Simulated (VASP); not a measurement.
Be3Bi2, 5 atoms in the cell. Symmetry: P-3m1, No. 164, trigonal system. The conventional cell has a = 4.162 Å, b = 4.162 Å, c = 6.594 Å, α = 90.00°, β = 90.00°, γ = 120.00°. Be (site symmetry -3m) has 6 Bi at 2.83 Å and 6 Be at 3.41 Å within 3.7 Å. Within 3.5 Å of Be (site symmetry 3m) lie 4 Bi at 2.57 to 2.67 Å and 6 Be at 2.98 to 3.41 Å. Bi (site symmetry 3m) has 7 Be at 2.57 to 2.83 Å within 3.4 Å. The cell was generated, and may not be a known phase.

| Property | Result |
| --- | --- |
| Program | VASP 6.6.1 |
| Task | single point |
| Functional | PBE |
| Potentials or basis | VASP PAW PBE potentials, release 64 (Be, Bi_d) |
| Cutoff | 520 eV |
| k mesh | 6 × 6 × 4 |
| Occupations | gaussian, width 0.1 eV |
| Spin | no spin polarisation |
| Dipole correction | no |
| Further INCAR settings | ALGO = Normal; EDIFF = 1e-06; NBANDS = 26 |

Potentials or basis: VASP PAW PBE potentials, release 64 (Be, Bi_d).

Command:

```sh
$ cat potpaw_PBE.64/Be/POTCAR potpaw_PBE.64/Bi_d/POTCAR > POTCAR
$ mpirun -np 1 vasp_std > vasp.out
```

Hardware: 1 thread of Intel(R) Xeon(R) Platinum 8259CL CPU @ 2.50GHz (Skylake/Cascade Lake), with other jobs on the host.

How long does it take, and how much memory?

It took 51 s on 1 thread of Intel(R) Xeon(R) Platinum 8259CL CPU @ 2.50GHz (Skylake/Cascade Lake), with other jobs on the host, peak memory 0.23 GiB. Counts: scf iterations 13, k points 24.
